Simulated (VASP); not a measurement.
Here is a VASP 6.6.1 calculation.

INCAR

```
PREC = Accurate
ENCUT = 520
EDIFF = 1E-6
ISMEAR = 0
SIGMA = 0.15
LREAL = F
LASPH = T
NELM = 100
ALGO = Normal
ISIF = 2
LWAVE = F
LCHARG = T
GGA = PS
LELF = T
LVHAR = T
NBANDS = 24
```

The input KPOINTS:

```
regular mesh
0
Gamma
  14 14 10
```

POSCAR

```
TaN
1.0
    0.0000000000     -2.1874436362     -2.1874436362
    0.0000000000      2.1874436362     -2.1874436362
    4.3748872723      0.0000000000      0.0000000000
Ta N
2 2
Direct
    0.5000000000      0.5000000000     -0.0208865114
    0.0000000000      0.0000000000      0.5208865114
    0.5000000000      0.5000000000      0.4552445611
    0.0000000000      0.0000000000      0.0447554389
```

Potentials or basis: VASP PAW PBE potentials, release 64 (Ta_pv, N).

The run is started by

```sh
$ cat potpaw_PBE.64/Ta_pv/POTCAR potpaw_PBE.64/N/POTCAR > POTCAR
$ mpirun -np 1 vasp_std > vasp.out
```

Problem. What does it give for the band gap on the k mesh?

Solution. Zero (band 16 reaches 10.93 eV, above the bottom of band 17 at 7.86 eV).

Problem. What does it give for the pressure?

Solution. 2.3 GPa.

Problem. Predict the largest force.

Solution. 1.147 eV/Å.

Stress tensor (GPa, compression positive):
```
19.31  0.00  0.00
 0.00 -6.21  0.00
 0.00  0.00 -6.21
```

Caveat: the cell differs from its parent crystal (mode 1 frozen in at -0.196 Å and mode 2 at +0.000 Å (largest displacements)); the PAW data sets were made with another functional, which shifts forces and pressure a little; spin-orbit coupling is left out, which moves the levels of the heavy elements.
